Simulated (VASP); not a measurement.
# Li5F4 in VASP: a series of runs, part 2 of 2

VASP 6.6.1. Earlier steps stand in the parts before.

## (3) Single point, PBEsol

Contents of INCAR:

```
SYSTEM = Li5F4
  PREC = Accurate
  ENCUT = 520
  EDIFF = 1E-7
  ISMEAR = 0
  SIGMA = 0.05
  LREAL = .False.
  LASPH = .True.
  NELM = 100
  ALGO = Normal
  ISIF = 2
  LWAVE = .False.
  LCHARG = .True.
  LDIPOL = .True.
  IDIPOL = 3
  DIPOL = 0.5 0.5 0.500
  GGA = PS
  LELF = .True.
  LVHAR = .True.
  LVACPOTAV = .True.
  NBANDS = 32
```

Contents of KPOINTS:

```
regular mesh
0
Gamma
  12 12 1
  0 0 0
```

Contents of POSCAR:

```
Li5F4
1.0
    2.8340101036      0.0000000000      0.0000000000
   -1.4170050518      2.4543247442      0.0000000000
    0.0000000000      0.0000000000     24.2558382394
Li F
5 4
Direct
    0.6666666667      0.3333333333      0.3083121744
    0.3333333333      0.6666666667      0.4045941643
    0.0000000000      0.0000000000      0.4999999850
    0.6666666667      0.3333333333      0.5954058522
    0.3333333333      0.6666666667      0.6916878230
    0.0000000000      0.0000000000      0.3564842894
    0.6666666667      0.3333333333      0.4522831192
    0.3333333333      0.6666666667      0.5477168495
    0.0000000000      0.0000000000      0.6435157429
```

Potentials or basis: VASP PAW PBE potentials, release 64 (Li_sv, F).

Started as:

```bash
cat potpaw_PBE.64/Li_sv/POTCAR potpaw_PBE.64/F/POTCAR > POTCAR
mpirun -np 1 vasp_std > vasp.out
```

OUTCAR:

```text
SYSTEM = Li5F4
   PREC = Accurate
   ENCUT = 520
   EDIFF = 1E-7
   ISMEAR = 0
   LREAL = .False.
   LASPH = .True.
   NELM = 100
   ISIF = 2
   GGA = PS

 ion  position               nearest neighbor table
   1  0.667  0.333  0.308-   6 2.01   6 2.01   6 2.01
   2  0.333  0.667  0.405-   7 2.00   7 2.00   7 2.00   6 2.01   6 2.01   6 2.01
   3  0.000  0.000  0.500-   8 2.00   8 2.00   8 2.00   7 2.00   7 2.00   7 2.00
   4  0.667  0.333  0.595-   8 2.00   8 2.00   8 2.00   9 2.01   9 2.01   9 2.01
   5  0.333  0.667  0.692-   9 2.01   9 2.01   9 2.01
   6  0.000  0.000  0.356-   2 2.01   2 2.01   2 2.01   1 2.01   1 2.01   1 2.01
   7  0.667  0.333  0.452-   2 2.00   2 2.00   2 2.00   3 2.00   3 2.00   3 2.00
   8  0.333  0.667  0.548-   4 2.00   4 2.00   4 2.00   3 2.00   3 2.00   3 2.00
   9  0.000  0.000  0.644-   4 2.01   4 2.01   4 2.01   5 2.01   5 2.01   5 2.01

  LATTYP: Found a hexagonal cell.
 ALAT       =     2.8340101036
 C/A-ratio  =     8.5588397192

  Lattice vectors:

 A1 = (   2.8340101036,   0.0000000000,   0.0000000000)
 A2 = (  -1.4170050518,   2.4543247442,   0.0000000000)
 A3 = (   0.0000000000,   0.0000000000,  24.2558382394)

Analysis of symmetry for initial positions (statically):
=====================================================================
 Subroutine PRICEL returns:
 Original cell was already a primitive cell.

 Routine SETGRP: Setting up the symmetry group for a
 hexagonal supercell.

 Subroutine GETGRP returns: Found 12 space group operations
 (whereof 12 operations were pure point group operations)
 out of a pool of 24 trial point group operations.

The static configuration has the point symmetry D_3d.

Analysis of symmetry for dynamics (positions and initial velocities):
=====================================================================
 Subroutine PRICEL returns:
 Original cell was already a primitive cell.

 Routine SETGRP: Setting up the symmetry group for a
 hexagonal supercell.

 Subroutine GETGRP returns: Found 12 space group operations
 (whereof 12 operations were pure point group operations)
[... 144 lines left out ...]
  volume of cell :      168.71
 maximum number of plane-waves:      4569
 NGX is ok and might be reduce to    24
   NGX = 11   NGY = 11   NGZ = 91

 dipolmoment           0.000000      0.000000      0.000000 electrons x Angstroem

 number of electron      42.9999989 magnetization

 dipolmoment           0.000000      0.000000     -0.000000 electrons x Angstroem

 Free energy of the ion-electron system (eV)
  ---------------------------------------------------
  ext. energy  EPLUGINS =         0.00000000
  ---------------------------------------------------
  free energy    TOTEN  =       -40.23076517 eV

  energy without entropy =      -40.22929691  energy(sigma->0) =      -40.23003104

 E-fermi :   0.4759     XC(G=0):  -5.4385

 val. band max:        0.4441722573   @ k =   0.2500   0.0000   0.0000
 cond. band min:       0.8293020504   @ k =   0.1667   0.1667   0.0000
 fundamental gap:      0.3851297932
 Fermi energy:         0.4758588139

 k-point     1 :       0.0000    0.0000    0.0000
  band No.  band energies     occupation
      1     -47.0636      2.00000
      2     -47.0350      2.00000
      3     -47.0149      2.00000
      4     -46.8864      2.00000
      5     -46.8864      2.00000
      6     -26.7637      2.00000
[... 654 lines left out ...]
     31       7.6854      0.00000
     32       8.3154      0.00000

------------------------ aborting loop because EDIFF is reached ----------------------------------------

  FORCE on cell =-STRESS in cart. coord.  units (eV):
  Direction    XX          YY          ZZ          XY          YZ          ZX
  --------------------------------------------------------------------------------------
  -------------------------------------------------------------------------------------
  Total        0.4211960      0.4211960     -0.1330011     -0.0000000      0.0000000     -0.0000000
  in kB        3.9998626      3.9998626     -1.2630375     -0.0000000      0.0000000     -0.0000000
  external PRESSURE =       2.2455626 kB  Pullay stress =       0.0000000 kB

 VOLUME and BASIS-vectors are now :
 -----------------------------------------------------------------------------
  energy-cutoff  :      520.00
  volume of cell :      168.71
      direct lattice vectors                 reciprocal lattice vectors
     2.834010104  0.000000000  0.000000000     0.352856893  0.203722022  0.000000000
    -1.417005052  2.454324744  0.000000000     0.000000000  0.407444044  0.000000000
     0.000000000  0.000000000 24.255838239     0.000000000  0.000000000  0.041227188

 POSITION                                       TOTAL-FORCE (eV/Angst)
 -----------------------------------------------------------------------------------
      1.41701      0.81811      7.47837         0.000000     -0.000000     -0.011467
     -0.00000      1.63622      9.81377        -0.000000      0.000000     -0.000712
      0.00000      0.00000     12.12792        -0.000000      0.000000      0.000000
      1.41701      0.81811     14.44207         0.000000     -0.000000      0.000712
     -0.00000      1.63622     16.77747        -0.000000      0.000000      0.011467
      0.00000      0.00000      8.64683        -0.000000     -0.000000     -0.000349
      1.41701      0.81811     10.97051         0.000000     -0.000000     -0.000479
     -0.00000      1.63622     13.28533        -0.000000      0.000000      0.000479
      0.00000      0.00000     15.60901        -0.000000      0.000000      0.000349
 -----------------------------------------------------------------------------------
    total drift:                               -0.000000     -0.000000     -0.000037

  FREE ENERGIE OF THE ION-ELECTRON SYSTEM (eV)
  ---------------------------------------------------
  free  energy   TOTEN  =       -40.2307651716 eV

  energy  without entropy=      -40.2292969075  energy(sigma->0) =      -40.23003104

 vacuum level on the upper side and lower side of the slab         4.906         4.906
```

It took 6.3 min on 1 thread of AMD EPYC 7R13, shared host; peak memory 0.3 GiB.

Results:

| Property | Result |
| --- | --- |
| Free energy | -40.2308 eV |
| Largest force | 0.011 eV/Å |

Forces on the atoms (eV/Å):
```
Li   0.000  0.000 -0.011
Li   0.000  0.000 -0.001
Li   0.000  0.000  0.000
Li   0.000  0.000  0.001
Li   0.000  0.000  0.011
F    0.000  0.000  0.000
F    0.000  0.000  0.000
F    0.000  0.000  0.000
F    0.000  0.000  0.000
```

Caveat: the cutoff is under 1.25 times the usual one of these potentials, so pressure, stress and relaxed cells hold a basis-set (Pulay) error; the PAW data sets were made with another functional, which shifts forces and pressure a little; an odd number of electrons without spin polarisation forces a metal; a magnetic or distorted state may lie lower.
